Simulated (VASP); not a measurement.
Wanted: the native input for a VASP 6.6.1 run.

| Property | Result |
| --- | --- |
| Task | single point |
| Functional | PBEsol |
| Potentials or basis | VASP PAW PBE potentials, release 64 (Cd) |
| Cutoff | 520 eV |
| k mesh | 18 × 18 × 8 |
| Occupations | gaussian, width 0.1 eV |
| Spin | no spin polarisation |
| Dipole correction | no |
| Further INCAR settings | ALGO = Fast; EDIFF = 1e-07; NBANDS = 19 |

The structure of Cd lies in POSCAR:

```
Cd
1.0
    2.9472839357      0.0000000000      0.0000000000
   -1.4736419679      2.5524227605      0.0000000000
    0.0000000000      0.0000000000      5.3852860973
Cd
2
Direct
    0.3333333333      0.6666666667      0.2500000000
    0.6666666667      0.3333333333      0.7500000000
```

The input as run:

INCAR

```
SYSTEM = Cd
PREC = Accurate
ENCUT = 520
EDIFF = 1E-7
ISMEAR = 0
SIGMA = 0.1
LREAL = .FALSE.
LASPH = .TRUE.
NELM = 60
ALGO = Fast
ISIF = 2
LWAVE = .FALSE.
LCHARG = .FALSE.
GGA = PS
NBANDS = 19
```

KPOINTS

```
Automatic mesh
0
G
  18 18 8
  0 0 0
```

Potentials or basis: VASP PAW PBE potentials, release 64 (Cd).

Command:

```console
$ cat potpaw_PBE.64/Cd/POTCAR > POTCAR
$ mpirun -np 1 vasp_std > vasp.out
```

It gave:

```yaml
Pressure: 2.5 GPa
Band_gap_on_the_k_mesh: zero (bands 12 and 13 overlap by 4.01 eV)
```

Caveat: the PAW data sets were made with another functional, which shifts forces and pressure a little.

Run time: 56 s on 1 thread of AMD EPYC 9R45 96-Core Processor (Zen 5), with other jobs on the host, peak memory 0.21 GiB.
